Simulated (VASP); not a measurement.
A run of VASP 6.6.1 is set up as follows.

The input INCAR:

```
SYSTEM = Al
  ALGO = Normal
  EDIFF = 1E-6
  ENCUT = 520
  GGA = PS
  ISIF = 2
  ISMEAR = 0
  IVDW = 12
  LASPH = .True.
  LCHARG = .False.
  LREAL = .False.
  LWAVE = .False.
  NBANDS = 14
  NELM = 100
  PREC = Accurate
  SIGMA = 0.15
```

KPOINTS

```
k-points
0
Gamma
  18 18 6
  0 0 0
```

POSCAR

```
Al
1.0
    2.8007800515      0.0000000000      0.0000000000
   -1.4003900257      2.4255466750      0.0000000000
    0.0000000000      0.0000000000      9.8538000000
Al
4
Direct
    0.0000000000      0.0000000000      0.0000000000
    0.3333333333      0.6666666667      0.2500000000
    0.0000000000      0.0000000000      0.5000000000
    0.6666666667      0.3333333333      0.7500000000
```

Potentials or basis: VASP PAW PBE potentials, release 64 (Al).

Launch:

```console
$ cat potpaw_PBE.64/Al/POTCAR > POTCAR
$ mpirun -np 1 vasp_std > vasp.out
```

Problem. What does it give for the pressure?

Solution. -4.7 GPa.

Problem. Estimate the band gap on the k mesh.

Solution. Zero (band 6 reaches 10.86 eV, above the bottom of band 7 at 6.48 eV).

Problem. Predict the dispersion energy per atom.

Solution. -0.313 eV.

Stress tensor (GPa, compression positive):
```
-3.32  0.00  0.00
 0.00 -3.32  0.00
 0.00  0.00 -7.53
```

Caveat: the PAW data sets were made with another functional, which shifts forces and pressure a little; pairwise dispersion overbinds metals, which lowers pressure and volume.
